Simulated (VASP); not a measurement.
# SrTiO3 (Pm-3m) in VASP: settings compared, part 2 of 2

VASP 6.6.1.

## (3) Single point, PBEsol

This run uses another cell than the first one, of 11.75 Å³/atom.

Contents of INCAR:

```
SYSTEM = SrTiO3
  ALGO = Normal
  EDIFF = 1E-6
  ENCUT = 520
  GGA = PS
  ISIF = 2
  ISMEAR = 0
  LASPH = .TRUE.
  LCHARG = .FALSE.
  LREAL = .FALSE.
  LWAVE = .FALSE.
  NBANDS = 28
  NELM = 80
  PREC = Accurate
  SIGMA = 0.1
```

Contents of KPOINTS:

```
k-points
0
G
  6 6 6
  0 0 0
```

Contents of POSCAR:

```
SrTiO3
1.0
    3.8879028610      0.0000000000      0.0000000000
    0.0000000000      3.8879028610      0.0000000000
    0.0000000000      0.0000000000      3.8879028610
Sr Ti O
1 1 3
Direct
    0.5000000000      0.5000000000      0.5000000000
    0.0000000000      0.0000000000      0.0000000000
    0.5000000000      0.0000000000      0.0000000000
    0.0000000000      0.5000000000      0.0000000000
    0.0000000000      0.0000000000      0.5000000000
```

Potentials or basis: VASP PAW PBE potentials, release 64 (Sr_sv, Ti_sv, O).

Command:

```bash
$ cat potpaw_PBE.64/Sr_sv/POTCAR potpaw_PBE.64/Ti_sv/POTCAR potpaw_PBE.64/O/POTCAR > POTCAR
$ mpirun -np 1 vasp_std > vasp.out
```

OUTCAR:

```text
SYSTEM = SrTiO3
   EDIFF = 1E-6
   ENCUT = 520
   GGA = PS
   ISIF = 2
   ISMEAR = 0
   LASPH = .TRUE.
   LREAL = .FALSE.
   NELM = 80
   PREC = Accurate

 ion  position               nearest neighbor table
   1  0.500  0.500  0.500-   3 2.75   4 2.75   5 2.75   3 2.75   4 2.75   3 2.75   5 2.75   3 2.75
                             4 2.75   5 2.75   4 2.75   5 2.75   2 3.37   2 3.37   2 3.37   2 3.37
   2  0.000  0.000  0.000-   3 1.94   4 1.94   5 1.94   5 1.94   4 1.94   3 1.94   1 3.37   1 3.37
                             1 3.37   1 3.37   1 3.37   1 3.37   1 3.37   1 3.37
   3  0.500  0.000  0.000-   2 1.94   2 1.94   1 2.75   1 2.75   1 2.75   1 2.75
   4  0.000  0.500  0.000-   2 1.94   2 1.94   1 2.75   1 2.75   1 2.75   1 2.75
   5  0.000  0.000  0.500-   2 1.94   2 1.94   1 2.75   1 2.75   1 2.75   1 2.75

  LATTYP: Found a simple cubic cell.
 ALAT       =     3.8879028610

  Lattice vectors:

 A1 = (   3.8879028610,   0.0000000000,   0.0000000000)
 A2 = (   0.0000000000,   3.8879028610,   0.0000000000)
 A3 = (   0.0000000000,   0.0000000000,   3.8879028610)

Analysis of symmetry for initial positions (statically):
=====================================================================
 Subroutine PRICEL returns:
 Original cell was already a primitive cell.

 Routine SETGRP: Setting up the symmetry group for a
 simple cubic supercell.

 Subroutine GETGRP returns: Found 48 space group operations
 (whereof 48 operations were pure point group operations)
 out of a pool of 48 trial point group operations.

The static configuration has the point symmetry O_h .

Analysis of symmetry for dynamics (positions and initial velocities):
=====================================================================
 Subroutine PRICEL returns:
 Original cell was already a primitive cell.

 Routine SETGRP: Setting up the symmetry group for a
 simple cubic supercell.

[... 123 lines left out ...]
   IMIX   =      4    mixing-type and parameters
     AMIX     =   0.40;   BMIX     =  1.00
     AMIX_MAG =   1.60;   BMIX_MAG =  1.00
  volume/ion in A,a.u.               =      11.75        79.32
  Fermi-wavevector in a.u.,A,eV,Ry     =   1.440056  2.721312 28.215241  2.073762
  Thomas-Fermi vector in A             =   2.558843
   LORBIT       =      0    0 simple, 1 ext, 2 COOP (PROOUT), +10 PAW based schemes
   GGA     = PS    functional components
   LHFCALC =     F    Hartree Fock is set to
   AEXX    =    0.0000 exact exchange contribution
   IVDW    =     0    specifies the selected vdW correction
   LEPSILON=     F    determine dielectric tensor
   LRPA    =     F    only Hartree local field effects (RPA)
 non-spin polarized calculation
 Gauss-broadening in eV      SIGMA  =   0.10
  energy-cutoff  :      520.00
  volume of cell :       58.77
 maximum number of plane-waves:      1622
 NGX is ok and might be reduce to    30
   NGX = 15   NGY = 15   NGZ = 15

 number of electron      40.0000015 magnetization

 Free energy of the ion-electron system (eV)
  ---------------------------------------------------
  ext. energy  EPLUGINS =         0.00000000
  ---------------------------------------------------
  free energy    TOTEN  =       -42.01403005 eV

  energy without entropy =      -42.01403005  energy(sigma->0) =      -42.01403005

 E-fermi :   4.7647     XC(G=0): -11.6101

 val. band max:        4.1347436317   @ k =   0.5000   0.5000   0.5000
 cond. band min:       5.9573193106   @ k =   0.0000   0.0000   0.0000
 fundamental gap:      1.8225756790
 Fermi energy:         4.7646689491

 k-point     1 :       0.0000    0.0000    0.0000
  band No.  band energies     occupation
      1     -52.0135      2.00000
      2     -28.4717      2.00000
      3     -28.3845      2.00000
      4     -28.3845      2.00000
      5     -28.3845      2.00000
      6     -13.2734      2.00000
[... 609 lines left out ...]
     27      12.7130      0.00000
     28      12.7130      0.00000

------------------------ aborting loop because EDIFF is reached ----------------------------------------

  FORCE on cell =-STRESS in cart. coord.  units (eV):
  Direction    XX          YY          ZZ          XY          YZ          ZX
  --------------------------------------------------------------------------------------
  -------------------------------------------------------------------------------------
  Total        0.4194808      0.4194808      0.4194808      0.0000000     -0.0000000      0.0000000
  in kB       11.4360618     11.4360618     11.4360618      0.0000000     -0.0000000      0.0000000
  external PRESSURE =      11.4360618 kB  Pullay stress =       0.0000000 kB

 VOLUME and BASIS-vectors are now :
 -----------------------------------------------------------------------------
  energy-cutoff  :      520.00
  volume of cell :       58.77
      direct lattice vectors                 reciprocal lattice vectors
     3.887902861  0.000000000  0.000000000     0.257208072  0.000000000  0.000000000
     0.000000000  3.887902861  0.000000000     0.000000000  0.257208072  0.000000000
     0.000000000  0.000000000  3.887902861     0.000000000  0.000000000  0.257208072

 POSITION                                       TOTAL-FORCE (eV/Angst)
 -----------------------------------------------------------------------------------
      1.94395      1.94395      1.94395         0.000000      0.000000      0.000000
      0.00000      0.00000      0.00000         0.000000      0.000000      0.000000
      1.94395      0.00000      0.00000         0.000000      0.000000      0.000000
      0.00000      1.94395      0.00000         0.000000      0.000000      0.000000
      0.00000      0.00000      1.94395         0.000000      0.000000      0.000000
 -----------------------------------------------------------------------------------
    total drift:                                0.000000     -0.000000      0.000000

  FREE ENERGIE OF THE ION-ELECTRON SYSTEM (eV)
  ---------------------------------------------------
  free  energy   TOTEN  =       -42.0140300478 eV

  energy  without entropy=      -42.0140300478  energy(sigma->0) =      -42.01403005
```

stdout:

```text
POSCAR found type information on POSCAR SrTiO
 POSCAR found :  3 types and       5 ions
 scaLAPACK will be used
 -----------------------------------------------------------------------------
|                                                                             |
|                                                                             |
|     You enforced a specific xc type in the INCAR file but a different       |
|     I HOPE YOU KNOW WHAT YOU ARE DOING!                                     |
|                                                                             |
 -----------------------------------------------------------------------------

 LDA part: xc-table for (Slater+PW92), standard interpolation
 POSCAR, INCAR and KPOINTS ok, starting setup
 FFT: planning ... GRIDC
 FFT: planning ... GRID_SOFT
 FFT: planning ... GRID
 WAVECAR not read
 entering main loop
```

Run time: 42 s. Hardware: 1 thread of Intel Xeon Platinum 8488C (Sapphire Rapids), shared host; peak memory 0.18 GiB.

Results:

* Free energy: -42.0140 eV
* Pressure: 1.1 GPa
* Band gap on the k mesh: 1.82 eV (least direct gap 2.17 eV)

Caveat: the PAW data sets were made with another functional, which shifts forces and pressure a little. A k mesh can miss the band edges.

## (4) Single point, PBEsol

This run uses another cell than the first one, of 11.74 Å³/atom.

Contents of INCAR:

```
SYSTEM = SrTiO3
  ALGO = Normal
  EDIFF = 1E-6
  ENCUT = 520
  GGA = PS
  ISIF = 2
  ISMEAR = 0
  LASPH = .True.
  LCHARG = .True.
  LELF = .True.
  LREAL = .False.
  LVHAR = .True.
  LWAVE = .False.
  NBANDS = 28
  NELM = 80
  PREC = Accurate
  SIGMA = 0.01
```

Contents of KPOINTS:

```
k-points
0
Gamma
  8 8 8
  0 0 0
```

POSCAR, as its differences from that of step 3:

```diff
@@ -2,5 +2,5 @@
 1.0
-    3.8879028610      0.0000000000      0.0000000000
-    0.0000000000      3.8879028610      0.0000000000
-    0.0000000000      0.0000000000      3.8879028610
+    3.8861318800      0.0000000000      0.0000000000
+    0.0000000000      3.8861318800      0.0000000000
+    0.0000000000      0.0000000000      3.8861318800
 Sr Ti O
```

Potentials or basis: VASP PAW PBE potentials, release 64 (Sr_sv, Ti_sv, O).

Command:

```bash
$ cat potpaw_PBE.64/Sr_sv/POTCAR potpaw_PBE.64/Ti_sv/POTCAR potpaw_PBE.64/O/POTCAR > POTCAR
$ mpirun -np 1 vasp_std > vasp.out
```

OUTCAR:

```text
SYSTEM = SrTiO3
   EDIFF = 1E-6
   ENCUT = 520
   GGA = PS
   ISIF = 2
   ISMEAR = 0
   LASPH = .True.
   LREAL = .False.
   NELM = 80
   PREC = Accurate

 ion  position               nearest neighbor table
   1  0.500  0.500  0.500-   3 2.75   4 2.75   5 2.75   3 2.75   4 2.75   3 2.75   5 2.75   3 2.75
                             4 2.75   5 2.75   4 2.75   5 2.75   2 3.37   2 3.37   2 3.37   2 3.37
   2  0.000  0.000  0.000-   3 1.94   4 1.94   5 1.94   5 1.94   4 1.94   3 1.94   1 3.37   1 3.37
                             1 3.37   1 3.37   1 3.37   1 3.37   1 3.37   1 3.37
   3  0.500  0.000  0.000-   2 1.94   2 1.94   1 2.75   1 2.75   1 2.75   1 2.75
   4  0.000  0.500  0.000-   2 1.94   2 1.94   1 2.75   1 2.75   1 2.75   1 2.75
   5  0.000  0.000  0.500-   2 1.94   2 1.94   1 2.75   1 2.75   1 2.75   1 2.75

  LATTYP: Found a simple cubic cell.
 ALAT       =     3.8861318800

  Lattice vectors:

 A1 = (   3.8861318800,   0.0000000000,   0.0000000000)
 A2 = (   0.0000000000,   3.8861318800,   0.0000000000)
 A3 = (   0.0000000000,   0.0000000000,   3.8861318800)

Analysis of symmetry for initial positions (statically):
=====================================================================
 Subroutine PRICEL returns:
 Original cell was already a primitive cell.

 Routine SETGRP: Setting up the symmetry group for a
 simple cubic supercell.

 Subroutine GETGRP returns: Found 48 space group operations
 (whereof 48 operations were pure point group operations)
 out of a pool of 48 trial point group operations.

The static configuration has the point symmetry O_h .

Analysis of symmetry for dynamics (positions and initial velocities):
=====================================================================
 Subroutine PRICEL returns:
 Original cell was already a primitive cell.

 Routine SETGRP: Setting up the symmetry group for a
 simple cubic supercell.

 Subroutine GETGRP returns: Found 48 space group operations
[... 129 lines left out ...]
     AMIX_MAG =   1.60;   BMIX_MAG =  1.00
  volume/ion in A,a.u.               =      11.74        79.21
  Fermi-wavevector in a.u.,A,eV,Ry     =   1.440712  2.722552 28.240963  2.075652
  Thomas-Fermi vector in A             =   2.559426
   LORBIT       =      0    0 simple, 1 ext, 2 COOP (PROOUT), +10 PAW based schemes
   GGA     = PS    functional components
   LHFCALC =     F    Hartree Fock is set to
   AEXX    =    0.0000 exact exchange contribution
   IVDW    =     0    specifies the selected vdW correction
   LEPSILON=     F    determine dielectric tensor
   LRPA    =     F    only Hartree local field effects (RPA)
 non-spin polarized calculation
 Gauss-broadening in eV      SIGMA  =   0.01
  energy-cutoff  :      520.00
  volume of cell :       58.69
 maximum number of plane-waves:      1600
 NGX is ok and might be reduce to    30
   NGX = 15   NGY = 15   NGZ = 15

 number of electron      40.0000016 magnetization

 Free energy of the ion-electron system (eV)
  ---------------------------------------------------
  ext. energy  EPLUGINS =         0.00000000
  ---------------------------------------------------
  free energy    TOTEN  =       -42.01397590 eV

  energy without entropy =      -42.01397590  energy(sigma->0) =      -42.01397590

 E-fermi :   4.3473     XC(G=0): -11.6174

 val. band max:        4.1456205045   @ k =   0.5000   0.5000   0.5000
 cond. band min:       5.9720854096   @ k =   0.0000   0.0000   0.0000
 fundamental gap:      1.8264649051
 Fermi energy:         4.3473258421

 k-point     1 :       0.0000    0.0000    0.0000
  band No.  band energies     occupation
      1     -51.9948      2.00000
      2     -28.4564      2.00000
      3     -28.3669      2.00000
      4     -28.3669      2.00000
      5     -28.3669      2.00000
      6     -13.2675      2.00000
[... 733 lines left out ...]
     27      12.4431      0.00000
     28      12.9295      0.00000

 [... further k-points ...]

------------------------ aborting loop because EDIFF is reached ----------------------------------------

  FORCE on cell =-STRESS in cart. coord.  units (eV):
  Direction    XX          YY          ZZ          XY          YZ          ZX
  --------------------------------------------------------------------------------------
  -------------------------------------------------------------------------------------
  Total        0.5135296      0.5135296      0.5135296      0.0000000     -0.0000000      0.0000000
  in kB       14.0192061     14.0192061     14.0192061      0.0000000     -0.0000000      0.0000000
  external PRESSURE =      14.0192061 kB  Pullay stress =       0.0000000 kB

 VOLUME and BASIS-vectors are now :
 -----------------------------------------------------------------------------
  energy-cutoff  :      520.00
  volume of cell :       58.69
      direct lattice vectors                 reciprocal lattice vectors
     3.886131880  0.000000000  0.000000000     0.257325287  0.000000000  0.000000000
     0.000000000  3.886131880  0.000000000     0.000000000  0.257325287  0.000000000
     0.000000000  0.000000000  3.886131880     0.000000000  0.000000000  0.257325287

 POSITION                                       TOTAL-FORCE (eV/Angst)
 -----------------------------------------------------------------------------------
      1.94307      1.94307      1.94307         0.000000      0.000000      0.000000
      0.00000      0.00000      0.00000         0.000000      0.000000      0.000000
      1.94307      0.00000      0.00000         0.000000      0.000000      0.000000
      0.00000      1.94307      0.00000         0.000000      0.000000      0.000000
      0.00000      0.00000      1.94307         0.000000      0.000000      0.000000
 -----------------------------------------------------------------------------------
    total drift:                                0.000000     -0.000000      0.000000

  FREE ENERGIE OF THE ION-ELECTRON SYSTEM (eV)
  ---------------------------------------------------
  free  energy   TOTEN  =       -42.0139759019 eV

  energy  without entropy=      -42.0139759019  energy(sigma->0) =      -42.01397590
```

stdout:

```text
POSCAR found type information on POSCAR SrTiO
 POSCAR found :  3 types and       5 ions
 scaLAPACK will be used
 -----------------------------------------------------------------------------
|                                                                             |
|                                                                             |
|     You enforced a specific xc type in the INCAR file but a different       |
|     I HOPE YOU KNOW WHAT YOU ARE DOING!                                     |
|                                                                             |
 -----------------------------------------------------------------------------

 LDA part: xc-table for (Slater+PW92), standard interpolation
 POSCAR, INCAR and KPOINTS ok, starting setup
 FFT: planning ... GRIDC
 FFT: planning ... GRID_SOFT
 FFT: planning ... GRID
 WAVECAR not read
 entering main loop
```

Run time: 84 s. Hardware: 1 thread of Intel Xeon Platinum 8488C (Sapphire Rapids), shared host; peak memory 0.2 GiB.

Results:

```
Free energy            : -42.0140 eV
Pressure               : 1.4 GPa
Band gap on the k mesh : 1.83 eV (least direct gap 2.18 eV)
```

Levels at points of the mesh, in eV from the valence-band top:
| k point | band 18 | band 19 | band 20 | band 21 | band 22 | band 23 |
| --- | --- | --- | --- | --- | --- | --- |
| (0.00, 0.00, 0.00) | -0.35 | -0.35 | -0.35 | 1.83 | 1.83 | 1.83 |
| (0.50, 0.00, 0.00) | -2.08 | -0.74 | -0.74 | 2.01 | 3.85 | 3.85 |
| (0.50, 0.50, 0.00) | -1.61 | -1.61 | -0.10 | 3.86 | 3.86 | 4.32 |
| (0.50, 0.50, 0.50) | 0.00 | 0.00 | 0.00 | 4.56 | 4.56 | 4.56 |

Caveat: the PAW data sets were made with another functional, which shifts forces and pressure a little. A k mesh can miss the band edges.

## (5) Summary

```tsv
level	cell	k mesh	smearing	grid for exact exchange (PRECFOCK)	share of exact exchange	screening parameter	gap on the mesh (eV)	pressure (GPa)
HSE06	a = 3.891 Å, 5 atoms	4 × 4 × 4	gaussian 0.01 eV	Fast	0.25	0.2079 1/Å	3.31	1.2
PBEsol	a = 3.888 Å, 5 atoms	6 × 6 × 6	gaussian 0.1 eV	-	-	-	1.82	1.1
PBEsol	a = 3.886 Å, 5 atoms	8 × 8 × 8	gaussian 0.01 eV	-	-	-	1.83	1.4
```

Alike in all rows: task single point; potentials or basis VASP PAW PBE potentials, release 64 (Sr_sv, Ti_sv, O); no spin polarisation; cutoff (eV) 520.

Caveats: the PAW data sets were made with another functional, which shifts forces and pressure a little.

Total energies depend on the potentials used, so only differences within one code and one set of settings carry meaning.
